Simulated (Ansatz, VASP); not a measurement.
**Two plane-wave programs on BN**

The input INCAR:

```
SYSTEM = BN
PREC = Accurate ; ENCUT = 520
EDIFF = 1E-6 ; ISMEAR = 0
SIGMA = 0.05 ; LREAL = .False.
LASPH = .True. ; NELM = 60
ALGO = Normal ; ISIF = 2
LWAVE = .False. ; LCHARG = .True.
LELF = .True. ; LVHAR = .True.
NBANDS = 16
```

The input KPOINTS:

```
Automatic mesh
0
Gamma
  12 12 4
  0 0 0
```

File POSCAR:

```
BN
1.0
    2.5891977519      0.0000000000      0.0000000000
   -1.2945988760      2.2423110286      0.0000000000
    0.0000000000      0.0000000000      6.2868310614
B N
2 2
Direct
    0.3333333333      0.6666666667      0.2500000000
    0.6666666667      0.3333333333      0.7500000000
    0.3333333333      0.6666666667      0.7500000000
    0.6666666667      0.3333333333      0.2500000000
```

Input for Ansatz:

```yaml
crystal:
  lattice:
    - [2.5891977519, 0.0, 0.0]
    - [-1.294598876, 2.2423110286, 0.0]
    - [0.0, 0.0, 6.2868310614]
  atoms:
    - { symbol: B, position: [0.3333333333, 0.6666666667, 0.25] }
    - { symbol: B, position: [0.6666666667, 0.3333333333, 0.75] }
    - { symbol: "N", position: [0.3333333333, 0.6666666667, 0.75] }
    - { symbol: "N", position: [0.6666666667, 0.3333333333, 0.25] }
basis:
  ecutwfc: 520.0
kpoints:
  mp_grid: { grid: [12, 12, 4] }
hamiltonian:
  xc: lda
  pseudopotentials: { kind: paw, azcp: { folder: soft_1 } }
scf:
  occupations: { method: gaussian, width: 0.05 }
output:
  forces: true
  stress: true
  eigenvalues: true
```

Alike in both runs: task single point; functional LDA; k mesh 12 × 12 × 4; occupations gaussian, width 0.05 eV; no spin polarisation.

```csv
,VASP,Ansatz
version,VASP 6.6.1,Ansatz 0.2.0
potentials or method,"VASP PAW LDA potentials, release 64 (B, N), cutoff 520 eV","scalar-relativistic, plane waves, PAW"
valence electrons in the cell,16,16
```

```tsv
	VASP	Ansatz	Ansatz less VASP
gap on the k mesh at the Fermi level (eV)	3.79	3.80	+0.010
least direct gap on the mesh (eV)	4.07	4.08	+0.010
pressure (GPa)	-25.3	-25.8	-0.49
traceless stress, the component that is largest in VASP (GPa)	25.81	26.47	+0.655
```

Ansatz warns that its potentials were made for another functional, while VASP's fit it. LDA's correlation is that of Perdew and Zunger in VASP and of Perdew and Wang (1992) in Ansatz.
